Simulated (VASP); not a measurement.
# CuO (Tenorite) (C2/c) in VASP: further runs, part 3 of 3

VASP 6.6.1. Earlier steps stand in the parts before.

### Step 4. Single point, PBE

This run uses another cell than the first one, of 9.93 Å³/atom, 1.043 times its volume.

The input, INCAR:

```
SYSTEM = CuO
PREC = Accurate ; ENCUT = 520
EDIFF = 1E-6 ; ISMEAR = -1
SIGMA = 0.1 ; LREAL = .FALSE.
LASPH = .TRUE. ; NELM = 80
ALGO = Normal ; ISIF = 2
LWAVE = .FALSE. ; LCHARG = .FALSE.
GGA = PE ; NBANDS = 25
```

The input, KPOINTS:

```
regular mesh
0
G
  10 10 6
  0 0 0
```

The input, POSCAR:

```
CuO
1.0
    2.3261324123     -1.6998144190      0.0000000000
    2.3261324123      1.6998144190      0.0000000000
   -0.8443249288      0.0000000000      5.0239235409
Cu O
2 2
Direct
    0.0000000000      0.5000000000      0.0000000000
    0.5000000000      0.0000000000      0.5000000000
    0.5816000000      0.4184000000      0.2500000000
    0.4184000000      0.5816000000      0.7500000000
```

Potentials or basis: VASP PAW PBE potentials, release 64 (Cu, O).

Launch:

```console
> cat potpaw_PBE.64/Cu/POTCAR potpaw_PBE.64/O/POTCAR > POTCAR
> mpirun -np 1 vasp_std > vasp.out
```

OUTCAR:

```text
SYSTEM = CuO
   PREC = Accurate
   ENCUT = 520
   EDIFF = 1E-6
   ISMEAR = -1
   LREAL = .FALSE.
   LASPH = .TRUE.
   NELM = 80
   ISIF = 2
   GGA = PE

 ion  position               nearest neighbor table
   1  0.000  0.500  0.000-   3 1.94   4 1.94   4 1.95   3 1.95
   2  0.500  0.000  0.500-   4 1.94   3 1.94   4 1.95   3 1.95
   3  0.582  0.418  0.250-   2 1.94   1 1.94   2 1.95   1 1.95
   4  0.418  0.582  0.750-   1 1.94   2 1.94   2 1.95   1 1.95

  LATTYP: Found a base centered monoclinic cell.
 ALAT       =     4.6522648246
 B/A-ratio  =     0.7307470589
 C/A-ratio  =     1.0950319242
 COS(beta)  =    -0.1657365915

  Lattice vectors:

 A1 = (   2.3261324123,  -1.6998144190,   0.0000000000)
 A2 = (   2.3261324123,   1.6998144190,   0.0000000000)
 A3 = (  -0.8443249288,   0.0000000000,   5.0239235409)

Analysis of symmetry for initial positions (statically):
=====================================================================
 Subroutine PRICEL returns:
 Original cell was already a primitive cell.

 Routine SETGRP: Setting up the symmetry group for a
 base centered monoclinic supercell.

 Subroutine GETGRP returns: Found  4 space group operations
 (whereof  2 operations were pure point group operations)
 out of a pool of  4 trial point group operations.

The static configuration has the point symmetry S_2 .
 The point group associated with its full space group is C_2h.

Analysis of symmetry for dynamics (positions and initial velocities):
=====================================================================
 Subroutine PRICEL returns:
 Original cell was already a primitive cell.

 Routine SETGRP: Setting up the symmetry group for a
 base centered monoclinic supercell.

 Subroutine GETGRP returns: Found  4 space group operations
[... 117 lines left out ...]
   TEBEG  =    0.0;   TEEND  =   0.0 temperature during run
   PSTRESS=    0.0 pullay stress
   NELECT =      34.0000    total number of electrons
   NUPDOWN=      -1.0000    fix difference up-down
   EMIN   =  10.00;   EMAX   =-10.00  energy-range for DOS
   EFERMI =   0.00;   METHOD = LEGACY
   ISMEAR =    -1;   SIGMA  =   0.10  broadening in eV -4-tet -1-fermi 0-gaus
   EFERMI_NEDOS =   21; number of points for ismear=-14 and -15
   IALGO  =     38    algorithm
   IMIX   =      4    mixing-type and parameters
     AMIX     =   0.40;   BMIX     =  1.00
     AMIX_MAG =   1.60;   BMIX_MAG =  1.00
  volume/ion in A,a.u.               =       9.93        67.03
  Fermi-wavevector in a.u.,A,eV,Ry     =   1.554288  2.937178 32.869105  2.415811
  Thomas-Fermi vector in A             =   2.658396
   LORBIT       =      0    0 simple, 1 ext, 2 COOP (PROOUT), +10 PAW based schemes
   GGA     = PE    functional components
   LHFCALC =     F    Hartree Fock is set to
   AEXX    =    0.0000 exact exchange contribution
   IVDW    =     0    specifies the selected vdW correction
   LEPSILON=     F    determine dielectric tensor
   LRPA    =     F    only Hartree local field effects (RPA)
 non-spin polarized calculation
  energy-cutoff  :      520.00
  volume of cell :       39.73
 maximum number of plane-waves:      1097
 NGX is ok and might be reduce to    24
   NGX = 11   NGY = 11   NGZ = 19

 number of electron      33.9999991 magnetization

 Free energy of the ion-electron system (eV)
  ---------------------------------------------------
  ext. energy  EPLUGINS =         0.00000000
  ---------------------------------------------------
  free energy    TOTEN  =       -19.51554336 eV

  energy without entropy =      -19.44333636  energy(sigma->0) =      -19.47943986

 E-fermi :   6.0064     XC(G=0): -12.0310

 val. band max:        6.0057715660   @ k =   0.5000   0.0000   0.0000
 cond. band min:       6.0185051377   @ k =  -0.1000  -0.2000   0.1667
 fundamental gap:      0.0127335717
 Fermi energy:         6.0064137951

 k-point     1 :       0.0000    0.0000    0.0000
  band No.  band energies     occupation
      1     -14.1250      2.00000
      2     -12.7409      2.00000
      3      -2.3597      2.00000
      4       0.2852      2.00000
      5       0.6877      2.00000
      6       2.5774      2.00000
[... 661 lines left out ...]
     24      19.5268      0.00000
     25      20.5519      0.00000

 [... further k-points ...]
[... 5 lines left out ...]
  --------------------------------------------------------------------------------------
  -------------------------------------------------------------------------------------
  Total        2.6241688      2.6042423      2.6417279      0.0000000      0.0000000     -0.3947321
  in kB      105.8262480    105.0226597    106.5343599      0.0000000      0.0000000    -15.9185715
  external PRESSURE =     105.7944225 kB  Pullay stress =       0.0000000 kB

 VOLUME and BASIS-vectors are now :
 -----------------------------------------------------------------------------
  energy-cutoff  :      520.00
  volume of cell :       39.73
      direct lattice vectors                 reciprocal lattice vectors
     2.326132412 -1.699814419  0.000000000     0.214949071 -0.294149758  0.036124526
     2.326132412  1.699814419  0.000000000     0.214949071  0.294149758  0.036124526
    -0.844324929  0.000000000  5.023923541     0.000000000  0.000000000  0.199047615

 POSITION                                       TOTAL-FORCE (eV/Angst)
 -----------------------------------------------------------------------------------
      1.16307      0.84991      0.00000         0.000000      0.000000      0.000000
      0.74090     -0.84991      2.51196         0.000000     -0.000000      0.000000
      2.11505     -0.27741      1.25598        -0.000000      0.151651     -0.000000
      1.69289      0.27741      3.76794         0.000000     -0.151651      0.000000
 -----------------------------------------------------------------------------------
    total drift:                                0.000000     -0.000000     -0.000000

  FREE ENERGIE OF THE ION-ELECTRON SYSTEM (eV)
  ---------------------------------------------------
  free  energy   TOTEN  =       -19.5155433568 eV

  energy  without entropy=      -19.4433363559  energy(sigma->0) =      -19.47943986
```

OSZICAR:

```text
N       E                     dE             d eps       ncg     rms          rms(c)
DAV:   1     0.292013861186E+03    0.29201E+03   -0.16498E+04  9256   0.218E+03
DAV:   2     0.972821996817E+01   -0.28229E+03   -0.25943E+03  8756   0.398E+02
DAV:   3    -0.245246731196E+02   -0.34253E+02   -0.32405E+02 10717   0.154E+02
DAV:   4    -0.256274856969E+02   -0.11028E+01   -0.10973E+01 10614   0.293E+01
DAV:   5    -0.256470164016E+02   -0.19531E-01   -0.19522E-01 11315   0.347E+00    0.174E+01
DAV:   6    -0.227979532627E+02    0.28491E+01   -0.34241E+01 12252   0.150E+02    0.129E+01
DAV:   7    -0.194561498655E+02    0.33418E+01   -0.95427E+00 10401   0.114E+02    0.260E+00
DAV:   8    -0.195514132600E+02   -0.95263E-01   -0.14668E+00  9123   0.836E+00    0.163E+00
DAV:   9    -0.195201171562E+02    0.31296E-01   -0.56574E-02 14822   0.656E+00    0.513E-01
DAV:  10    -0.195160579757E+02    0.40592E-02   -0.13173E-02 13001   0.194E+00    0.322E-01
DAV:  11    -0.195154745745E+02    0.58340E-03   -0.59568E-03 13045   0.708E-01    0.478E-02
DAV:  12    -0.195155052540E+02   -0.30679E-04   -0.25045E-04 10866   0.172E-01    0.290E-02
DAV:  13    -0.195155457033E+02   -0.40449E-04   -0.46980E-05 13005   0.771E-02    0.117E-02
DAV:  14    -0.195155434535E+02    0.22498E-05   -0.87784E-07  7795   0.389E-02    0.587E-03
DAV:  15    -0.195155433568E+02    0.96756E-07   -0.35225E-06  8085   0.171E-02
   1 F= -.19515543E+02 E0= -.19479440E+02  d E =-.722070E-01
```

Run time: 86 s. Hardware: 1 thread of AMD EPYC 9R45 (Zen 5), shared host; peak memory 0.23 GiB.

What came out:

- Free energy: -19.5155 eV
- Pressure: 10.6 GPa
- Largest force: 0.152 eV/Å
- Band gap on the k mesh: zero (band 17 reaches 6.28 eV, above the bottom of band 18 at 5.58 eV)

Forces on the atoms (eV/Å):
```
Cu   0.000  0.000  0.000
Cu   0.000  0.000  0.000
O    0.000  0.152  0.000
O    0.000 -0.152  0.000
```

Caveat: semilocal functionals often make such compounds metallic where correlation or magnetic order opens a gap, which also shifts bond lengths. With open d or f shells a metallic result of PBE can be an artefact of self-interaction; +U or a hybrid may open a gap.

### Step 5. Single point, PBE

This run uses another cell than the first one, of 10.13 Å³/atom, 1.064 times its volume.

The input, INCAR:

```
ALGO = Normal
EDIFF = 1E-7
ENCUT = 520
GGA = PE
ISIF = 2
ISMEAR = -1
LASPH = True
LCHARG = False
LREAL = False
LWAVE = False
NBANDS = 25
NELM = 60
PREC = Accurate
SIGMA = 0.1
```

The input, KPOINTS:

```
k-points
0
Gamma
  10 10 6
```

The input, POSCAR:

```
CuO
1.0
    2.3418500000     -1.7113000000      0.0000000000
    2.3418500000      1.7113000000      0.0000000000
   -0.8500300000      0.0000000000      5.0578700000
Cu O
2 2
Direct
    0.0000000000      0.5000000000      0.0000000000
    0.5000000000      0.0000000000      0.5000000000
    0.5816000000      0.4184000000      0.2500000000
    0.4184000000      0.5816000000      0.7500000000
```

Launch:

```console
> cat potpaw_PBE.64/Cu/POTCAR potpaw_PBE.64/O/POTCAR > POTCAR
> mpirun -np 1 vasp_std > vasp.out
```

Run time: 1.7 min. Hardware: 1 thread of AMD EPYC 9R45 (Zen 5), shared host; peak memory 0.24 GiB.

Results (log left out):

| Quantity | Value |
| --- | --- |
| Free energy | -19.5595 eV |
| Pressure | 6.5 GPa |
| Largest force | 0.219 eV/Å |
| Band gap on the k mesh | zero (band 17 reaches 6.00 eV, above the bottom of band 18 at 5.30 eV) |

Forces on the atoms (eV/Å):
```
Cu   0.000  0.000  0.000
Cu   0.000  0.000  0.000
O    0.000  0.219  0.000
O    0.000 -0.219  0.000
```

Stress tensor (GPa, compression positive):
```
 6.28  0.00 -1.07
 0.00  7.26  0.00
-1.07  0.00  5.84
```

Levels at points of the mesh, in eV from the Fermi level:
```tsv
k point	band 15	band 16	band 17	band 18	band 19	band 20
(0.00, 0.00, 0.00)	-2.18	-1.68	0.21	0.94	1.72	6.05
(0.50, 0.00, 0.00)	-1.52	-1.43	0.00	0.25	4.88	6.32
(0.50, 0.50, 0.00)	-1.68	-1.24	-0.67	1.06	3.36	7.11
(0.00, 0.00, 0.50)	-1.53	-1.53	0.24	0.24	3.94	3.94
(0.50, 0.00, 0.50)	-1.75	-1.62	-0.10	0.74	5.13	6.55
(0.50, 0.50, 0.50)	-1.32	-1.32	-0.43	-0.43	5.22	5.22
```

Caveat: semilocal functionals often make such compounds metallic where correlation or magnetic order opens a gap, which also shifts bond lengths. With open d or f shells a metallic result of PBE can be an artefact of self-interaction; +U or a hybrid may open a gap.

### Step 6. Single point, PBE

This run uses another cell than the first one, of 10.34 Å³/atom, 1.085 times its volume.

The input, INCAR:

```
PREC     = Accurate       # precision mode
ENCUT    = 520            # plane-wave cutoff, eV
EDIFF    = 1E-6           # SCF threshold, eV
ISMEAR   = -1             # smearing method
SIGMA    = 0.1            # smearing width, eV
LREAL    = False          # projectors in reciprocal space
LASPH    = True           # aspherical terms in the spheres
NELM     = 100            # most SCF steps
ALGO     = Normal         # electronic algorithm
ISIF     = 2              # what is computed and relaxed
LWAVE    = False          # write WAVECAR
LCHARG   = False          # write CHGCAR
GGA      = PE             # functional
NBANDS   = 25             # bands
```

The input, KPOINTS:

```
Automatic mesh
0
Gamma
  10 10 6
```

The input, POSCAR:

```
CuO
1.0
    2.3573593924     -1.7226334429      0.0000000000
    2.3573593924      1.7226334429      0.0000000000
   -0.8556595018      0.0000000000      5.0913668040
Cu O
2 2
Direct
    0.0000000000      0.5000000000      0.0000000000
    0.5000000000      0.0000000000      0.5000000000
    0.5816000000      0.4184000000      0.2500000000
    0.4184000000      0.5816000000      0.7500000000
```

Potentials or basis: VASP PAW PBE potentials, release 64 (Cu, O).

Launch:

```console
> cat potpaw_PBE.64/Cu/POTCAR potpaw_PBE.64/O/POTCAR > POTCAR
> mpirun -np 1 vasp_std > vasp.out
```

Wall time 86 s (1 thread of AMD EPYC 9R45 (Zen 5), shared host); peak memory 0.24 GiB.

It converged, with:

```yaml
Free_energy: -19.5841 eV
Pressure: 2.9 GPa
Largest_force: 0.280 eV/Å
Band_gap_on_the_k_mesh: zero (band 17 reaches 5.73 eV, above the bottom of band 18 at 5.03 eV)
```

Forces in eV/Å, atoms in the order of the input:
```
Cu   0.000  0.000  0.000
Cu   0.000  0.000  0.000
O    0.000  0.280  0.000
O    0.000 -0.280  0.000
```

Stress tensor (GPa, compression positive):
```
 2.58  0.00 -0.61
 0.00  4.52  0.00
-0.61  0.00  1.70
```

Levels at points of the mesh, in eV from the Fermi level:
| k point | band 14 | band 15 | band 16 | band 17 | band 18 | band 19 | band 20 | band 21 |
| --- | --- | --- | --- | --- | --- | --- | --- | --- |
| (0.00, 0.00, 0.00) | -2.18 | -2.12 | -1.64 | 0.21 | 0.92 | 1.65 | 6.03 | 8.05 |
| (0.50, 0.00, 0.00) | -1.57 | -1.47 | -1.40 | 0.00 | 0.25 | 4.88 | 6.24 | 6.87 |
| (0.50, 0.50, 0.00) | -2.09 | -1.66 | -1.21 | -0.65 | 1.04 | 3.41 | 7.04 | 8.49 |
| (0.00, 0.00, 0.50) | -2.18 | -1.48 | -1.48 | 0.24 | 0.24 | 3.87 | 3.87 | 11.61 |
| (0.50, 0.00, 0.50) | -2.11 | -1.71 | -1.58 | -0.10 | 0.72 | 5.13 | 6.46 | 8.03 |
| (0.50, 0.50, 0.50) | -1.63 | -1.29 | -1.29 | -0.43 | -0.43 | 5.24 | 5.24 | 8.92 |

Caveat: semilocal functionals often make such compounds metallic where correlation or magnetic order opens a gap, which also shifts bond lengths.

### Step 7. Single point, PBE

This run uses another cell than the first one, of 10.54 Å³/atom, 1.106 times its volume.

The input, INCAR:

```
  PREC = Accurate
  ENCUT = 520
  EDIFF = 1E-6
  ISMEAR = -1
  SIGMA = 0.1
  LREAL = F
  LASPH = T
  NELM = 100
  ALGO = Normal
  ISIF = 2
  LWAVE = F
  LCHARG = F
  GGA = PE
  NBANDS = 25
```

The input, KPOINTS:

```
regular mesh
0
Gamma
  10 10 6
```

The input, POSCAR:

```
CuO
1.0
    2.3726673498     -1.7338196878      0.0000000000
    2.3726673498      1.7338196878      0.0000000000
   -0.8612158880      0.0000000000      5.1244285538
Cu O
2 2
Direct
    0.0000000000      0.5000000000      0.0000000000
    0.5000000000      0.0000000000      0.5000000000
    0.5816000000      0.4184000000      0.2500000000
    0.4184000000      0.5816000000      0.7500000000
```

Launch:

```console
> cat potpaw_PBE.64/Cu/POTCAR potpaw_PBE.64/O/POTCAR > POTCAR
> mpirun -np 1 vasp_std > vasp.out
```

It took 92 s on 1 thread of AMD EPYC 9R45 (Zen 5), shared host; peak memory 0.24 GiB.

It converged, with:

```yaml
Free_energy: -19.5914 eV
Pressure: -0.3 GPa
Largest_force: 0.336 eV/Å
Band_gap_on_the_k_mesh: zero (band 17 reaches 5.47 eV, above the bottom of band 18 at 4.77 eV)
```

Forces on the atoms (eV/Å):
```
Cu   0.000  0.000  0.000
Cu   0.000  0.000  0.000
O    0.000  0.336  0.000
O    0.000 -0.336  0.000
```

Stress tensor (GPa, compression positive):
```
-0.81  0.00 -0.19
 0.00  1.99  0.00
-0.19  0.00 -2.08
```

Levels at points of the mesh, in eV from the Fermi level:
```tsv
k point	band 13	band 14	band 15	band 16	band 17	band 18	band 19	band 20	band 21	band 22
(0.00, 0.00, 0.00)	-2.28	-2.12	-2.07	-1.60	0.20	0.90	1.59	6.01	7.94	13.21
(0.50, 0.00, 0.00)	-1.97	-1.53	-1.43	-1.36	0.00	0.25	4.89	6.16	6.79	10.92
(0.50, 0.50, 0.00)	-2.05	-2.03	-1.65	-1.18	-0.63	1.02	3.47	6.96	8.46	9.73
(0.00, 0.00, 0.50)	-2.12	-2.12	-1.44	-1.44	0.24	0.24	3.81	3.81	11.53	11.53
(0.50, 0.00, 0.50)	-2.12	-2.06	-1.68	-1.54	-0.11	0.71	5.13	6.38	7.99	8.30
(0.50, 0.50, 0.50)	-1.58	-1.58	-1.25	-1.25	-0.42	-0.42	5.26	5.26	8.81	8.81
```

Caveat: semilocal functionals often make such compounds metallic where correlation or magnetic order opens a gap, which also shifts bond lengths. With open d or f shells a metallic result of PBE can be an artefact of self-interaction; +U or a hybrid may open a gap.

### Step 8. Summary

```tsv
cell	gap on the mesh (eV)	pressure (GPa)	largest force (eV/Å)
a = 2.841, b = 2.841, c = 5.024 Å, angles 97.7, 97.7, 72.3°, 4 atoms	none	20.1	-
a = 2.861, b = 2.861, c = 5.059 Å, angles 97.7, 97.7, 72.3°, 4 atoms	none	15.0	0.08
a = 2.881, b = 2.881, c = 5.094 Å, angles 97.7, 97.7, 72.3°, 4 atoms	none	10.6	0.15
a = 2.900, b = 2.900, c = 5.129 Å, angles 97.7, 97.7, 72.3°, 4 atoms	none	6.5	0.22
a = 2.920, b = 2.920, c = 5.163 Å, angles 97.7, 97.7, 72.3°, 4 atoms	none	2.9	0.28
a = 2.939, b = 2.939, c = 5.196 Å, angles 97.7, 97.7, 72.3°, 4 atoms	none	-0.3	0.34
```

Alike in all rows: task single point; level PBE; potentials or basis VASP PAW PBE potentials, release 64 (Cu, O); no spin polarisation; k mesh 10 × 10 × 6; cutoff (eV) 520; smearing fermi-dirac 0.1 eV.

Caveats: semilocal functionals often make such compounds metallic where correlation or magnetic order opens a gap, which also shifts bond lengths.

Absolute energies hang on the potentials; compare differences alone.
